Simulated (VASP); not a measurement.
Runs of VASP 6.6.1 on Al. The structure is that of space group Cmcm (No. 63), or close to it. The cells are those of the table. 

| cell | k mesh | gap on the mesh (eV) | pressure (GPa) | largest force (eV/Å) |
| --- | --- | --- | --- | --- |
| a = 4.426, b = 4.426, c = 3.851 Å, angles 102.2, 102.2, 144.5°, 2 atoms | 18 × 18 × 12 | none | 11.4 | 0.08 |
| a = 4.619, b = 4.619, c = 4.019 Å, angles 102.2, 102.2, 144.5°, 2 atoms | 18 × 18 × 12 | none | (a) | (c) |
| a = 4.556, b = 4.556, c = 3.964 Å, angles 102.2, 102.2, 144.5°, 2 atoms | 18 × 18 × 12 | none | 2.9 | 0.03 |
| a = 4.492, b = 4.492, c = 3.908 Å, angles 102.2, 102.2, 144.5°, 2 atoms | 18 × 18 × 12 | none | 6.7 | 0.05 |
| a = 4.619, b = 4.619, c = 4.019 Å, angles 102.2, 102.2, 144.5°, 2 atoms | 13 × 13 × 9 | none | (b) | - |

Alike in all rows: task single point; level revPBE; potentials or basis VASP PAW PBE potentials, release 64 (Al); no spin polarisation; cutoff (eV) 520; smearing fermi-dirac 0.1 eV.

Task: Estimate the missing entries.

Result: (a) -0.2; (b) -0.1; (c) 0.01.

Caveats: the PAW data sets were made with another functional, which shifts forces and pressure a little.

A gap of «none» marks levels without a gap at the run's occupations.
